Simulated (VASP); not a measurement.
# MgS (F-43m) in VASP: a series of runs

The runs below take MgS through single point, relaxation of cell and atoms, with PBEsol.

Everything below comes from runs of VASP 6.6.1. Logs are shortened: lines on timing, memory, paths and dates and some standing lists are left out, and cuts for length are marked.

**1. The cell of the first run**

Symmetry: F-43m, No. 216, cubic system. The conventional cell has a = 5.651 Å, b = 5.651 Å, c = 5.651 Å, α = 90.00°, β = 90.00°, γ = 90.00°. Within 3.2 Å of Mg (site symmetry -43m) lie 4 S at 2.45 Å. Within 3.2 Å of S (site symmetry -43m) lie 4 Mg at 2.45 Å.

**2. Single point, PBEsol**

INCAR

```
PREC = Accurate
ENCUT = 600
EDIFF = 1E-6
ISMEAR = 0
SIGMA = 0.02
LREAL = False
LASPH = True
NELM = 120
ALGO = Normal
ISIF = 2
LWAVE = False
LCHARG = True
GGA = PS
LELF = True
LVHAR = True
NBANDS = 11
GGA_COMPAT = False
```

KPOINTS

```
Automatic mesh
0
Gamma
  6 6 6
```

POSCAR

```
MgS
1.0
    0.0000000000      2.8257203939      2.8257203939
    2.8257203939      0.0000000000      2.8257203939
    2.8257203939      2.8257203939      0.0000000000
Mg S
1 1
Direct
    0.0000000000      0.0000000000      0.0000000000
    0.2500000000      0.2500000000      0.2500000000
```

Potentials or basis: VASP PAW PBE potentials, release 64 (Mg, S).

Command:

```sh
$ cat potpaw_PBE.64/Mg/POTCAR potpaw_PBE.64/S/POTCAR > POTCAR
$ mpirun -np 1 vasp_std > vasp.out
```

OUTCAR:

```text
PREC = Accurate
   ENCUT = 600
   EDIFF = 1E-6
   ISMEAR = 0
   LREAL = False
   LASPH = True
   NELM = 120
   ISIF = 2
   GGA = PS

 ion  position               nearest neighbor table
   1  0.000  0.000  0.000-   2 2.45   2 2.45   2 2.45   2 2.45
   2  0.250  0.250  0.250-   1 2.45   1 2.45   1 2.45   1 2.45

  LATTYP: Found a face centered cubic cell.
 ALAT       =     5.6514407878

  Lattice vectors:

 A1 = (   0.0000000000,   2.8257203939,   2.8257203939)
 A2 = (   2.8257203939,   0.0000000000,   2.8257203939)
 A3 = (   2.8257203939,   2.8257203939,   0.0000000000)

Analysis of symmetry for initial positions (statically):
=====================================================================
 Subroutine PRICEL returns:
 Original cell was already a primitive cell.

 Routine SETGRP: Setting up the symmetry group for a
 face centered cubic supercell.

 Subroutine GETGRP returns: Found 24 space group operations
 (whereof 24 operations were pure point group operations)
 out of a pool of 48 trial point group operations.

The static configuration has the point symmetry T_d .

Analysis of symmetry for dynamics (positions and initial velocities):
=====================================================================
 Subroutine PRICEL returns:
 Original cell was already a primitive cell.

 Routine SETGRP: Setting up the symmetry group for a
 face centered cubic supercell.

 Subroutine GETGRP returns: Found 24 space group operations
 (whereof 24 operations were pure point group operations)
 out of a pool of 48 trial point group operations.

The dynamic configuration has the point symmetry T_d .

 Subroutine INISYM returns: Found 24 space group operations
 (whereof 24 operations are pure point group operations),
 and found     1 'primitive' translations

----------------------------------------------------------------------------------------

                                     Primitive cell

  volume of cell :      45.1250

  direct lattice vectors                    reciprocal lattice vectors
     0.000000000  2.825720394  2.825720394    -0.176946028  0.176946028  0.176946028
     2.825720394  0.000000000  2.825720394     0.176946028 -0.176946028  0.176946028
     2.825720394  2.825720394  0.000000000     0.176946028  0.176946028 -0.176946028

  length of vectors
     3.996172105  3.996172105  3.996172105     0.306479511  0.306479511  0.306479511

  position of ions in fractional coordinates (direct lattice)
     0.000000000  0.000000000  0.000000000
     0.250000000  0.250000000  0.250000000

  ion indices of the primitive-cell ions
   primitive index   ion index
                 1           1
                 2           2

----------------------------------------------------------------------------------------

 KPOINTS: Automatic mesh

Automatic generation of k-mesh.
 Grid dimensions read from file:
 generate k-points for:    6    6    6

 Generating k-lattice:

  Cartesian coordinates                     Fractional coordinates (reciprocal lattice)
    -0.029491005  0.029491005  0.029491005     0.166666667  0.000000000  0.000000000
     0.029491005 -0.029491005  0.029491005     0.000000000  0.166666667  0.000000000
     0.029491005  0.029491005 -0.029491005     0.000000000  0.000000000  0.166666667

  Length of vectors
     0.051079918  0.051079918  0.051079918

  Shift w.r.t. Gamma in fractional coordinates (k-lattice)
     0.000000000  0.000000000  0.000000000

 Subroutine IBZKPT returns following result:
 ===========================================

 Found     16 irreducible k-points:

 Following reciprocal coordinates:
            Coordinates               Weight
  0.000000  0.000000  0.000000      1.000000
  0.166667  0.000000  0.000000      8.000000
  0.333333  0.000000  0.000000      8.000000
  0.500000  0.000000  0.000000      4.000000
  0.166667  0.166667  0.000000      6.000000
  0.333333  0.166667  0.000000     24.000000
[... 8 lines left out ...]
 -0.333333  0.333333  0.166667     24.000000
 -0.333333  0.500000  0.166667     12.000000
   k-points           NKPTS =     16   k-points in BZ     NKDIM =     16   number of bands    NBANDS=     11
   number of dos      NEDOS =    301   number of ions     NIONS =      2
   total plane-waves  NPLWV =  32768
   dimension x,y,z NGX =    32 NGY =   32 NGZ =   32
   dimension x,y,z NGXF=    64 NGYF=   64 NGZF=   64
   ions per type =               1   1
   NGX,Y,Z   is equivalent  to a cutoff of  13.31, 13.31, 13.31 a.u.
   NGXF,Y,Z  is equivalent  to a cutoff of  26.62, 26.62, 26.62 a.u.
 SYSTEM =  unknown system
   PREC   = accura    normal or accurate (medium, high low for compatibility)
   ISTART =      0    job   : 0-new  1-cont  2-samecut
   ICHARG =      2    charge: 1-file 2-atom 10-const
   ISPIN  =      1    spin polarized calculation?
   LNONCOLLINEAR =      F non collinear calculations
   LSORBIT =      F    spin-orbit coupling
   LASPH  =      T    aspherical Exc in radial PAW
   ENCUT  =  600.0 eV  44.10 Ry    6.64 a.u.   7.98  7.98  7.98*2*pi/ulx,y,z
   NELM   =    120;   NELMIN=  2; NELMDL= -5     # of ELM steps
   EDIFF  = 0.1E-05   stopping-criterion for ELM
   LREAL  =      F    real-space projection
   EDIFFG = 0.1E-04   stopping-criterion for IOM
   NSW    =      0    number of steps for IOM
   IBRION =     -1    ionic relax: 0-MD 1-quasi-New 2-CG
   NFREE  =      0    steps in history (QN), initial steepest desc. (CG)
   ISIF   =      2    stress and relaxation
   ISYM   =      2    0-nonsym 1-usesym 2-fastsym
   POTIM  = 0.5000    time-step for ionic-motion
   TEBEG  =    0.0;   TEEND  =   0.0 temperature during run
   PSTRESS=    0.0 pullay stress
   NELECT =       8.0000    total number of electrons
   NUPDOWN=      -1.0000    fix difference up-down
   EMIN   =  10.00;   EMAX   =-10.00  energy-range for DOS
   EFERMI =   0.00;   METHOD = LEGACY
   ISMEAR =     0;   SIGMA  =   0.02  broadening in eV -4-tet -1-fermi 0-gaus
   EFERMI_NEDOS =   21; number of points for ismear=-14 and -15
   IALGO  =     38    algorithm
   IMIX   =      4    mixing-type and parameters
     AMIX     =   0.40;   BMIX     =  1.00
     AMIX_MAG =   1.60;   BMIX_MAG =  1.00
  volume/ion in A,a.u.               =      22.56       152.26
  Fermi-wavevector in a.u.,A,eV,Ry     =   0.919671  1.737925 11.507726  0.845794
  Thomas-Fermi vector in A             =   2.044890
   LORBIT       =      0    0 simple, 1 ext, 2 COOP (PROOUT), +10 PAW based schemes
   GGA     = PS    functional components
   LHFCALC =     F    Hartree Fock is set to
   AEXX    =    0.0000 exact exchange contribution
   IVDW    =     0    specifies the selected vdW correction
   LEPSILON=     F    determine dielectric tensor
   LRPA    =     F    only Hartree local field effects (RPA)
 non-spin polarized calculation
 Gauss-broadening in eV      SIGMA  =   0.02
  energy-cutoff  :      600.00
  volume of cell :       45.13
 maximum number of plane-waves:      1524
   NGX = 15   NGY = 15   NGZ = 15

 number of electron       8.0000000 magnetization

 Free energy of the ion-electron system (eV)
  ---------------------------------------------------
  ext. energy  EPLUGINS =         0.00000000
  ---------------------------------------------------
  free energy    TOTEN  =        -8.91747560 eV

  energy without entropy =       -8.91747560  energy(sigma->0) =       -8.91747560

 E-fermi :   1.1565     XC(G=0):  -8.5979

 val. band max:        1.0363286268   @ k =   0.0000   0.0000   0.0000
 cond. band min:       4.3591088516   @ k =   0.0000   0.0000   0.0000
 fundamental gap:      3.3227802248
 Fermi energy:         1.1565369764

 k-point     1 :       0.0000    0.0000    0.0000
  band No.  band energies     occupation
      1     -10.2511      2.00000
      2       1.0363      2.00000
      3       1.0363      2.00000
      4       1.0363      2.00000
      5       4.3591      0.00000
      6       8.9227      0.00000
      7       8.9227      0.00000
      8       8.9227      0.00000
      9      11.8311      0.00000
     10      11.8311      0.00000
     11      14.6278      0.00000

 k-point     2 :       0.1667    0.0000    0.0000
  band No.  band energies     occupation
      1     -10.0958      2.00000
      2      -0.0651      2.00000
      3       0.9450      2.00000
      4       0.9450      2.00000
      5       5.3808      0.00000
      6       8.6631      0.00000
      7       9.1759      0.00000
      8       9.1759      0.00000
      9      11.2125      0.00000
     10      11.2125      0.00000
     11      13.6369      0.00000

 k-point     3 :       0.3333    0.0000    0.0000
  band No.  band energies     occupation
      1      -9.7477      2.00000
      2      -1.5460      2.00000
      3       0.7795      2.00000
      4       0.7795      2.00000
      5       6.0736      0.00000
      6       8.8804      0.00000
      7       8.8804      0.00000
      8       9.0967      0.00000
      9      12.1840      0.00000
     10      12.1840      0.00000
     11      13.0033      0.00000

 k-point     4 :       0.5000    0.0000    0.0000
  band No.  band energies     occupation
      1      -9.5491      2.00000
      2      -2.1665      2.00000
      3       0.7040      2.00000
      4       0.7040      2.00000
      5       6.0510      0.00000
      6       8.5849      0.00000
      7       8.5849      0.00000
      8       9.4858      0.00000
      9      13.7864      0.00000
     10      14.2151      0.00000
     11      14.2151      0.00000
[... 127 lines left out ...]
 k-point    14 :       0.5000    0.3333    0.1667
  band No.  band energies     occupation
      1      -9.5102      2.00000
      2      -1.4593      2.00000
      3      -0.3086      2.00000
      4       0.3256      2.00000
      5       6.5816      0.00000
      6       8.0575      0.00000
      7       8.4418      0.00000
      8      10.7744      0.00000
      9      11.6595      0.00000
     10      14.5267      0.00000
     11      15.3593      0.00000

 k-point    15 :      -0.3333    0.3333    0.1667
  band No.  band energies     occupation
      1      -9.3755      2.00000
      2      -1.5621      2.00000
      3      -0.6700      2.00000
      4       0.1173      2.00000
      5       6.6612      0.00000
      6       7.9884      0.00000
      7       9.3959      0.00000
      8      10.2549      0.00000
      9      12.1969      0.00000
     10      14.0071      0.00000
     11      15.3024      0.00000

 k-point    16 :      -0.3333    0.5000    0.1667
  band No.  band energies     occupation
      1      -9.3158      2.00000
      2      -1.5171      2.00000
      3      -0.5604      2.00000
      4      -0.2608      2.00000
      5       5.8620      0.00000
      6       7.8078      0.00000
      7      10.3370      0.00000
      8      10.3781      0.00000
      9      13.4898      0.00000
     10      14.8114      0.00000
     11      14.9224      0.00000

------------------------ aborting loop because EDIFF is reached ----------------------------------------

  FORCE on cell =-STRESS in cart. coord.  units (eV):
  Direction    XX          YY          ZZ          XY          YZ          ZX
  --------------------------------------------------------------------------------------
  -------------------------------------------------------------------------------------
  Total       -0.0163527     -0.0163527     -0.0163527      0.0000000     -0.0000000      0.0000000
  in kB       -0.5806076     -0.5806076     -0.5806076      0.0000000     -0.0000000      0.0000000
  external PRESSURE =      -0.5806076 kB  Pullay stress =       0.0000000 kB

 VOLUME and BASIS-vectors are now :
 -----------------------------------------------------------------------------
  energy-cutoff  :      600.00
  volume of cell :       45.13
      direct lattice vectors                 reciprocal lattice vectors
     0.000000000  2.825720394  2.825720394    -0.176946028  0.176946028  0.176946028
     2.825720394  0.000000000  2.825720394     0.176946028 -0.176946028  0.176946028
     2.825720394  2.825720394  0.000000000     0.176946028  0.176946028 -0.176946028

 POSITION                                       TOTAL-FORCE (eV/Angst)
 -----------------------------------------------------------------------------------
      0.00000      0.00000      0.00000        -0.000000     -0.000000      0.000000
      1.41286      1.41286      1.41286         0.000000      0.000000     -0.000000
 -----------------------------------------------------------------------------------
    total drift:                               -0.000000     -0.000000     -0.000000

  FREE ENERGIE OF THE ION-ELECTRON SYSTEM (eV)
  ---------------------------------------------------
  free  energy   TOTEN  =        -8.9174756018 eV

  energy  without entropy=       -8.9174756018  energy(sigma->0) =       -8.91747560
```

Run time: 28 s. Hardware: 1 thread of Intel Xeon 8259CL, shared host; peak memory 0.14 GiB.

What came out:

```
Free energy            : -8.9175 eV
Pressure               : -0.1 GPa
Band gap on the k mesh : 3.32 eV
```

Caveat: the PAW data sets were made with another functional, which shifts forces and pressure a little. A k mesh can miss the band edges.

**3. Single point, PBEsol**

INCAR

```
PREC = Accurate ; ENCUT = 600
EDIFF = 1E-6 ; ISMEAR = 0
SIGMA = 0.01 ; LREAL = F
LASPH = T ; NELM = 120
ALGO = Normal ; ISIF = 2
LWAVE = F ; LCHARG = F
GGA = PS ; NBANDS = 11
GGA_COMPAT = F
```

KPOINTS

```
regular mesh
0
Gamma
  6 6 6
```

POSCAR is that of step 2.

Potentials or basis: VASP PAW PBE potentials, release 64 (Mg, S).

Command:

```sh
$ cat potpaw_PBE.64/Mg/POTCAR potpaw_PBE.64/S/POTCAR > POTCAR
$ mpirun -np 1 vasp_std > vasp.out
```

Run time: 27 s. Hardware: 1 thread of Intel Xeon 8259CL, shared host; peak memory 0.14 GiB.

The run converged. Its results:

```
Free energy            : -8.9175 eV
Pressure               : -0.1 GPa
Band gap on the k mesh : 3.32 eV
```

Levels at points of the mesh, in eV from the valence-band top:
| k point | band 2 | band 3 | band 4 | band 5 | band 6 | band 7 |
| --- | --- | --- | --- | --- | --- | --- |
| (0.00, 0.00, 0.00) | 0.00 | 0.00 | 0.00 | 3.32 | 7.89 | 7.89 |
| (0.50, 0.00, 0.00) | -3.20 | -0.33 | -0.33 | 5.01 | 7.55 | 7.55 |
| (0.50, 0.50, 0.00) | -2.87 | -1.06 | -1.06 | 3.71 | 5.55 | 11.08 |

Caveat: the PAW data sets were made with another functional, which shifts forces and pressure a little. A k mesh can miss the band edges.

**4. Relaxation of cell and atoms, PBEsol**

This run uses another cell than the first one, of 22.19 Å³/atom.

INCAR

```
ALGO     = Normal         # electronic algorithm
EDIFF    = 1E-7           # SCF threshold, eV
EDIFFG   = -0.002         # ionic threshold
ENCUT    = 600            # plane-wave cutoff, eV
GGA      = PS             # functional
GGA_COMPAT= F            
IBRION   = 2              # ionic algorithm
ISIF     = 3              # what is computed and relaxed
ISMEAR   = 0              # smearing method
LASPH    = T              # aspherical terms in the spheres
LCHARG   = F              # write CHGCAR
LREAL    = F              # projectors in reciprocal space
LWAVE    = F              # write WAVECAR
NELM     = 120            # most SCF steps
NELMIN   = 4            
NSW      = 100            # ionic steps
PREC     = Accurate       # precision mode
SIGMA    = 0.02           # smearing width, eV
```

KPOINTS

```
k-points
0
Gamma
  6 6 6
```

POSCAR

```
MgS
1.0
    0.0000000000      2.8100000000      2.8100000000
    2.8100000000      0.0000000000      2.8100000000
    2.8100000000      2.8100000000      0.0000000000
Mg S
1 1
Direct
    0.0000000000      0.0000000000      0.0000000000
    0.2500000000      0.2500000000      0.2500000000
```

Command:

```sh
$ cat potpaw_PBE.64/Mg/POTCAR potpaw_PBE.64/S/POTCAR > POTCAR
$ mpirun -np 1 vasp_std > vasp.out
```

Wall time 48 s (1 thread of Intel Xeon 8259CL, shared host); peak memory 0.15 GiB.

The run converged. Its results:

```
Free energy                           : -8.9174 eV
Relaxed volume                        : 22.54 Å³/atom
Relaxed cell                          : a = 3.995 Å, b = 3.995 Å, c = 3.995 Å, α = 60.00°, β = 60.00°, γ = 60.00°
Space group after relaxing (to 0.1 Å) : F-43m (No. 216)
Energy gained by relaxing             : 1.0 meV/atom
Ionic steps                           : 3
Pressure after relaxing               : 0.0 GPa
Band gap on the k mesh                : 3.33 eV
```

Step by step:
```tsv
step	energy change (eV)	largest force (eV/Å)	pressure (GPa)	volume (Å³)
1	0.0000	0.0000	0.96	44.38
2	-0.0020	0.0000	-0.19	45.23
3	-0.0021	0.0000	0.00	45.08
```

Final structure:
```cif
data_structure
_symmetry_space_group_name_H-M 'P 1'
_symmetry_Int_Tables_number 1
_cell_length_a 3.9949
_cell_length_b 3.9949
_cell_length_c 3.9949
_cell_angle_alpha 60.000
_cell_angle_beta 60.000
_cell_angle_gamma 60.000
_cell_volume 45.08
loop_
_atom_site_label
_atom_site_type_symbol
_atom_site_fract_x
_atom_site_fract_y
_atom_site_fract_z
_atom_site_occupancy
Mg1 Mg 0.00000 0.00000 0.00000 1
S1 S 0.25000 0.25000 0.25000 1
```

Levels at points of the mesh, in eV from the valence-band top:
```
           k point  band 2  band 3  band 4  band 5  band 6  band 7
(0.00, 0.00, 0.00)    0.00    0.00    0.00    3.33    7.89    7.89
(0.50, 0.00, 0.00)   -3.21   -0.33   -0.33    5.02    7.55    7.55
(0.50, 0.50, 0.00)   -2.87   -1.06   -1.06    3.70    5.55   11.09
```

Caveat: the PAW data sets were made with another functional, which shifts forces and pressure a little.

**5. The runs side by side**

| task | cell | smearing | gap on the mesh (eV) | pressure (GPa) |
| --- | --- | --- | --- | --- |
| single point | a = 3.996 Å, angles 60.0°, 2 atoms | gaussian 0.02 eV | 3.32 | -0.1 |
| single point | a = 3.996 Å, angles 60.0°, 2 atoms | gaussian 0.01 eV | 3.32 | -0.1 |
| relaxation of cell and atoms | relaxed from a = 3.974 Å, angles 60.0°, 2 atoms | gaussian 0.02 eV | 3.33 | 0.0 |

Alike in all rows: level PBEsol; potentials or basis VASP PAW PBE potentials, release 64 (Mg, S); no spin polarisation; k mesh 6 × 6 × 6; cutoff (eV) 600.

Caveats: the PAW data sets were made with another functional, which shifts forces and pressure a little.

Total energies depend on the potentials used, so only differences within one code and one set of settings carry meaning.
